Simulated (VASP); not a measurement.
Input of a VASP 6.6.1 run:

File INCAR:

```
SYSTEM = Ti
PREC     = Accurate       ! precision mode
ENCUT    = 520            ! plane-wave cutoff, eV
EDIFF    = 1E-7           ! SCF threshold, eV
ISMEAR   = -1             ! smearing method
SIGMA    = 0.1            ! smearing width, eV
LREAL    = .False.        ! projectors in reciprocal space
LASPH    = .True.         ! aspherical terms in the spheres
NELM     = 60             ! most SCF steps
ALGO     = Normal         ! electronic algorithm
ISIF     = 2              ! what is computed and relaxed
LWAVE    = .False.        ! write WAVECAR
LCHARG   = .True.         ! write CHGCAR
GGA      = CA             ! functional
LELF     = .True.         ! ELF
LVHAR    = .True.       
NBANDS   = 12             ! bands
```

File KPOINTS:

```
regular mesh
0
Gamma
  16 16 16
  0 0 0
```

The input POSCAR:

```
Ti
1.0
   -1.5182963700      1.5182963700      1.5182963700
    1.5182963700     -1.5182963700      1.5182963700
    1.5182963700      1.5182963700     -1.5182963700
Ti
1
Direct
    0.0000000000      0.0000000000      0.0000000000
```

Potentials or basis: VASP PAW LDA potentials, release 64 (Ti_sv).

Command:

```console
$ cat potpaw_LDA.64/Ti_sv/POTCAR > POTCAR
$ mpirun -np 1 vasp_std > vasp.out
```

Task: Estimate the pressure.

Result: 18.2 GPa.

Task: Estimate the band gap on the k mesh.

Result: Zero (band 6 reaches 11.40 eV, above the bottom of band 7 at 9.45 eV).
